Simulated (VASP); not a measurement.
# GdTa2Co3: single point with PBE+U

Crystal: GdTa2Co3.

```
Co Gd Ta
1.0
     2.73940    4.74477    0.00000
    -2.73940    4.74477    0.00000
     0.00000    0.00000    3.26951
Co Gd Ta
3 1 2
Direct
  0.50000 0.50000 0.50000
  0.50000 0.00000 0.50000
  0.00000 0.50000 0.50000
  0.00000 0.00000 0.00000
  0.33330 0.33340 0.00000
  0.66660 0.66670 0.00000
```

```json
{
  "Program": "VASP 6.6.1",
  "Task": "single point",
  "Functional": "PBE",
  "Potentials or basis": "VASP PAW PBE potentials, release 64 (Co_sv, Gd, Ta_sv_GW)",
  "Cutoff": "600 eV",
  "k mesh": "5 × 5 × 7",
  "Occupations": "methfessel-paxton, width 0.0153 eV",
  "Spin": "collinear spin, ferrimagnetic start",
  "Starting moments": "[3.0, -3.0, 3.0, -7.0, 0.0, 0.0] μB",
  "Hubbard terms": "Co d U = 1.78 eV, Gd f U = 6.41 eV",
  "Dipole correction": "no",
  "Further INCAR settings": "ALGO = Normal; EDIFF = 1e-06; NBANDS = 60"
}
```

The pressure is 43.7 GPa. The largest force is 0.005 eV/Å, the net moment is -7.57 μB per cell and the site moments are Co -0.03; Gd -7.03; Ta +0.00 μB. The valence electrons inside the program's atomic spheres are Co 15.43; Gd 15.27; Ta 12.55.

Forces in eV/Å, atoms in the order of the input:
```
Co   0.001  0.000  0.000
Co  -0.003  0.002  0.000
Co  -0.003 -0.002  0.000
Gd  -0.002  0.000  0.000
Ta   0.003 -0.003  0.000
Ta   0.004  0.003  0.000
```

Stress tensor (GPa, compression positive):
```
30.91  0.01  0.00
 0.01 30.94  0.00
 0.00  0.00 69.12
```

Levels at points of the mesh, in eV from the Fermi level:
Spin up:
```csv
k point,band 40,band 41,band 42,band 43,band 44,band 45,band 46,band 47
"(0.00, 0.00, 0.00)",-1.81,-1.81,-1.66,-0.73,-0.21,-0.21,0.48,0.48
```
Spin down:
| k point | band 48 | band 49 | band 50 | band 51 | band 52 | band 53 | band 54 | band 55 |
| --- | --- | --- | --- | --- | --- | --- | --- | --- |
| (0.00, 0.00, 0.00) | -1.79 | -1.63 | -0.83 | -0.17 | -0.17 | -0.16 | 0.27 | 0.27 |

Eigenvalues of the final occupation matrices:
```tsv
site	spin	trace	eigenvalues
site 1 d	1	3.50	0.59 0.68 0.69 0.77 0.77
site 1 d	2	3.53	0.63 0.67 0.71 0.75 0.77
site 2 d	1	3.50	0.59 0.68 0.69 0.77 0.77
site 2 d	2	3.53	0.63 0.67 0.71 0.75 0.77
site 3 d	1	3.50	0.59 0.68 0.69 0.77 0.77
site 3 d	2	3.53	0.63 0.67 0.71 0.75 0.77
site 4 f	1	0.02	0.00 0.00 0.00 0.00 0.00 0.00 0.01
site 4 f	2	6.93	0.99 0.99 0.99 0.99 0.99 0.99 0.99
```

It took 18 min on 1 thread of Intel(R) Xeon(R) 6975P-C (Granite Rapids), on a shared host, peak memory 0.66 GiB.

Caveat: the cell stands under pressure; spin-orbit coupling is left out, which moves the levels of the heavy elements. The state reached can hang on the start; a lower one may exist.
